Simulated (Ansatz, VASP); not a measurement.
**One calculation of C, two programs**

```xyz
12
Lattice="2.3882 0.0000 0.0000 -1.1941 2.0682 0.0000 0.0000 0.0000 12.8952" Properties=species:S:1:pos:R:3 pbc="T T T"
C     0.0000    0.0000    2.4096
C     0.0000    0.0000    8.8572
C     0.0000    0.0000    4.0380
C     0.0000    0.0000   10.4856
C     0.0000    1.3788    6.7154
C     1.1941    0.6894    0.2678
C     0.0000    1.3788   12.6274
C     1.1941    0.6894    6.1798
C     0.0000    1.3788    8.3186
C     1.1941    0.6894    1.8710
C     0.0000    1.3788   11.0242
C     1.1941    0.6894    4.5766
```

Alike in both runs: task single point; functional PBE; k mesh 12 × 12 × 2; occupations gaussian, width 0.05 eV; no spin polarisation.

```csv
,VASP,Ansatz
version,VASP 6.6.1,Ansatz 0.2.0
potentials or method,"VASP PAW PBE potentials, release 64 (C), cutoff 520 eV","scalar-relativistic, plane waves, PAW"
valence electrons in the cell,48,48
```

Ansatz gave:

```
gap on the k mesh at the Fermi level (eV) : 3.19
least direct gap on the mesh (eV)         : 3.19
rms of the force components (eV/Å)        : 0.114
```

Task: Which values does VASP return?

Result: gap on the k mesh at the Fermi level (eV): 3.18; least direct gap on the mesh (eV): 3.18; rms of the force components (eV/Å): 0.131.

Atom by atom the forces differ by 0.018 eV/Å (rms over components).
